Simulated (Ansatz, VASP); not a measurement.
P3C: VASP beside Ansatz

```
P C
1.0
     5.30607   -3.06854   -0.01692
     5.30607    3.06854   -0.01692
    -1.68929    0.00000    5.62224
P C
6 2
Direct
  0.60010 0.60010 0.12363
  0.39990 0.39990 0.87637
  0.61157 0.10715 0.11252
  0.10715 0.61157 0.11252
  0.38843 0.89285 0.88748
  0.89285 0.38843 0.88748
  0.06142 0.06142 0.97839
  0.93858 0.93858 0.02161
```

Alike in both runs: functional PBE; k mesh 6 × 6 × 6; occupations gaussian, width 0.02 eV; no spin polarisation.

Ansatz relaxed the structure, and its values are those at the end. VASP's run is a single point on that final structure, the one shown.

|  | VASP | Ansatz |
| --- | --- | --- |
| version | VASP 6.6.1 | Ansatz 0.2.0 |
| potentials or method | VASP PAW PBE potentials, release 64 (P, C), cutoff 520 eV | scalar-relativistic, plane waves, PAW |
| valence electrons in the cell | 38 | 38 |

Ansatz gave:

* gap on the k mesh at the Fermi level (eV): 1.00
* least direct gap on the mesh (eV): 1.08
* pressure (GPa): 0.0
* rms of the force components (eV/Å): 0.001

Question: Which values does VASP return?

Answer: gap on the k mesh at the Fermi level (eV): 1.02; least direct gap on the mesh (eV): 1.09; pressure (GPa): -0.2; rms of the force components (eV/Å): 0.046.

The functional is the same, so the differences come from potentials, cutoffs and numerics.
